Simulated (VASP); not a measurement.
# Os (P6_3/mmc) in VASP: a series of runs, part 2 of 2

VASP 6.6.1.

## 6. Single point, LDA

Contents of INCAR:

```
SYSTEM = Os
  PREC = Accurate
  ENCUT = 520
  EDIFF = 1E-6
  ISMEAR = 0
  SIGMA = 0.1
  LREAL = .FALSE.
  LASPH = .TRUE.
  NELM = 100
  ALGO = Normal
  ISIF = 2
  LWAVE = .FALSE.
  LCHARG = .TRUE.
  LELF = .TRUE.
  LVHAR = .TRUE.
  NBANDS = 15
```

Contents of KPOINTS:

```
Automatic mesh
0
G
  13 13 8
  0 0 0
```

Contents of POSCAR:

```
Os
1.0
    2.7175247593      0.0000000000      0.0000000000
   -1.3587623796      2.3534454770      0.0000000000
    0.0000000000      0.0000000000      4.2844606214
Os
2
Direct
    0.3333333333      0.6666666667      0.2500000000
    0.6666666667      0.3333333333      0.7500000000
```

Potentials or basis: VASP PAW LDA potentials, release 64 (Os).

Command:

```
$ cat potpaw_LDA.64/Os/POTCAR > POTCAR
$ mpirun -np 1 vasp_std > vasp.out
```

OUTCAR:

```text
SYSTEM = Os
   PREC = Accurate
   ENCUT = 520
   EDIFF = 1E-6
   ISMEAR = 0
   LREAL = .FALSE.
   LASPH = .TRUE.
   NELM = 100
   ISIF = 2

 ion  position               nearest neighbor table
   1  0.333  0.667  0.250-   2 2.66   2 2.66   2 2.66   2 2.66   2 2.66   2 2.66
   2  0.667  0.333  0.750-   1 2.66   1 2.66   1 2.66   1 2.66   1 2.66   1 2.66

  LATTYP: Found a hexagonal cell.
 ALAT       =     2.7175247593
 C/A-ratio  =     1.5766040794

  Lattice vectors:

 A1 = (   2.7175247593,   0.0000000000,   0.0000000000)
 A2 = (  -1.3587623796,   2.3534454770,   0.0000000000)
 A3 = (   0.0000000000,   0.0000000000,   4.2844606214)

Analysis of symmetry for initial positions (statically):
=====================================================================
 Subroutine PRICEL returns:
 Original cell was already a primitive cell.

 Routine SETGRP: Setting up the symmetry group for a
 hexagonal supercell.

 Subroutine GETGRP returns: Found 24 space group operations
 (whereof 12 operations were pure point group operations)
 out of a pool of 24 trial point group operations.

The static configuration has the point symmetry D_3d.
 The point group associated with its full space group is D_6h.

Analysis of symmetry for dynamics (positions and initial velocities):
=====================================================================
 Subroutine PRICEL returns:
 Original cell was already a primitive cell.

 Routine SETGRP: Setting up the symmetry group for a
 hexagonal supercell.

 Subroutine GETGRP returns: Found 24 space group operations
 (whereof 12 operations were pure point group operations)
 out of a pool of 24 trial point group operations.

The dynamic configuration has the point symmetry D_3d.
 The point group associated with its full space group is D_6h.

 Subroutine INISYM returns: Found 24 space group operations
 (whereof 12 operations are pure point group operations),
 and found     1 'primitive' translations

----------------------------------------------------------------------------------------

                                     Primitive cell

  volume of cell :      27.4015

  direct lattice vectors                    reciprocal lattice vectors
[... 115 lines left out ...]
   IVDW    =     0    specifies the selected vdW correction
   LEPSILON=     F    determine dielectric tensor
   LRPA    =     F    only Hartree local field effects (RPA)
 non-spin polarized calculation
 Gauss-broadening in eV      SIGMA  =   0.10
  energy-cutoff  :      520.00
  volume of cell :       27.40
 maximum number of plane-waves:       756
   NGX = 11   NGY = 11   NGZ = 15

 number of electron      15.9999998 magnetization

 Free energy of the ion-electron system (eV)
  ---------------------------------------------------
  ext. energy  EPLUGINS =         0.00000000
  ---------------------------------------------------
  free energy    TOTEN  =       -25.31100534 eV

  energy without entropy =      -25.30506925  energy(sigma->0) =      -25.30803729

 E-fermi :   9.7705     XC(G=0): -14.2981

 val. band max:        9.7691548781   @ k =   0.1538   0.0769   0.3750
 cond. band min:       9.8037423382   @ k =   0.0769   0.0000   0.3750
 fundamental gap:      0.0345874601
 Fermi energy:         9.7705203798

 k-point     1 :       0.0000    0.0000    0.0000
  band No.  band energies     occupation
      1      -1.3399      2.00000
      2       1.7507      2.00000
      3       6.5423      2.00000
      4       6.5423      2.00000
      5       6.8287      2.00000
      6       7.4164      2.00000
      7       7.4164      2.00000
      8       8.0704      2.00000
      9       8.0704      2.00000
     10       9.8889      0.09420
     11      11.4397      0.00000
     12      11.4397      0.00000
     13      19.0657      0.00000
     14      23.8144      0.00000
[... 401 lines left out ...]
      2       2.5740      2.00000
      3       5.5227      2.00000
      4       6.1882      2.00000
      5       6.7889      2.00000
      6       7.0248      2.00000
      7       7.7614      2.00000
      8       7.8892      2.00000
      9       8.2202      2.00000
     10       8.5457      2.00000
     11      11.8011      0.00000
     12      14.1581      0.00000
     13      19.9524      0.00000
     14      25.1837      0.00000
     15      27.2929      0.00000

 [... further k-points ...]
[... 5 lines left out ...]
  --------------------------------------------------------------------------------------
  -------------------------------------------------------------------------------------
  Total        0.2365756      0.2365756      0.0016591      0.0000000     -0.0000000      0.0000000
  in kB       13.8326951     13.8326951      0.0970088      0.0000000     -0.0000000      0.0000000
  external PRESSURE =       9.2541330 kB  Pullay stress =       0.0000000 kB

 VOLUME and BASIS-vectors are now :
 -----------------------------------------------------------------------------
  energy-cutoff  :      520.00
  volume of cell :       27.40
      direct lattice vectors                 reciprocal lattice vectors
     2.717524759  0.000000000  0.000000000     0.367981928  0.212454465  0.000000000
    -1.358762380  2.353445477  0.000000000     0.000000000  0.424908930  0.000000000
     0.000000000  0.000000000  4.284460621     0.000000000  0.000000000  0.233401608

 POSITION                                       TOTAL-FORCE (eV/Angst)
 -----------------------------------------------------------------------------------
     -0.00000      1.56896      1.07112        -0.000000      0.000000      0.000000
      1.35876      0.78448      3.21335         0.000000     -0.000000      0.000000
 -----------------------------------------------------------------------------------
    total drift:                               -0.000000      0.000000     -0.000000

  FREE ENERGIE OF THE ION-ELECTRON SYSTEM (eV)
  ---------------------------------------------------
  free  energy   TOTEN  =       -25.3110053393 eV

  energy  without entropy=      -25.3050692500  energy(sigma->0) =      -25.30803729
```

OSZICAR:

```text
N       E                     dE             d eps       ncg     rms          rms(c)
DAV:   1     0.977537651369E+02    0.97754E+02   -0.75232E+03  3150   0.102E+03
DAV:   2    -0.225443514882E+02   -0.12030E+03   -0.10563E+03  3241   0.322E+02
DAV:   3    -0.268755810787E+02   -0.43312E+01   -0.42323E+01  4242   0.546E+01
DAV:   4    -0.269020820008E+02   -0.26501E-01   -0.26490E-01  3444   0.441E+00
DAV:   5    -0.269022078861E+02   -0.12589E-03   -0.12588E-03  4263   0.287E-01    0.344E+01
DAV:   6    -0.256637750871E+02    0.12384E+01   -0.10565E+00  3948   0.887E+00    0.152E+01
DAV:   7    -0.253218627903E+02    0.34191E+00   -0.63759E-01  4067   0.673E+00    0.949E-01
DAV:   8    -0.253125730835E+02    0.92897E-02   -0.70492E-03  3213   0.625E-01    0.281E-01
DAV:   9    -0.253110075036E+02    0.15656E-02   -0.13595E-03  4081   0.362E-01    0.657E-02
DAV:  10    -0.253110121003E+02   -0.45967E-05   -0.17824E-05  3745   0.303E-02    0.171E-02
DAV:  11    -0.253110054008E+02    0.66995E-05   -0.21079E-06  3453   0.169E-02    0.121E-03
DAV:  12    -0.253110053393E+02    0.61505E-07   -0.71939E-08  2044   0.235E-03
   1 F= -.25311005E+02 E0= -.25308037E+02  d E =-.593609E-02
```

Wall time 29 s (1 thread of Intel Xeon Platinum 8259CL at 2.50GHz (Skylake/Cascade Lake), shared host); peak memory 0.15 GiB.

What came out:

```
Free energy            : -25.3110 eV
Pressure               : 0.9 GPa
Band gap on the k mesh : zero (band 8 reaches 11.84 eV, above the bottom of band 9 at 7.90 eV)
```

Stress tensor (GPa, compression positive):
```
1.38 0.00 0.00
0.00 1.38 0.00
0.00 0.00 0.01
```

Caveat: spin-orbit coupling is left out, which moves the levels of the heavy elements.

## 7. Overview

```csv
smearing,gap on the mesh (eV),pressure (GPa)
fermi-dirac 0.6 eV,none,9.6
fermi-dirac 1 eV,none,26.0
gaussian 0.01 eV,none,0.9
gaussian 0.03 eV,none,0.9
gaussian 0.1 eV,none,0.9
```

Alike in all rows: task single point; level LDA; potentials or basis VASP PAW LDA potentials, release 64 (Os); no spin polarisation; cell as given; k mesh 13 × 13 × 8; cutoff (eV) 520.

Every run on the cell as given and a fine mesh finds a metal.

Caveats: spin-orbit coupling is left out, which moves the levels of the heavy elements.

Total energies depend on the potentials used, so only differences within one code and one set of settings carry meaning.
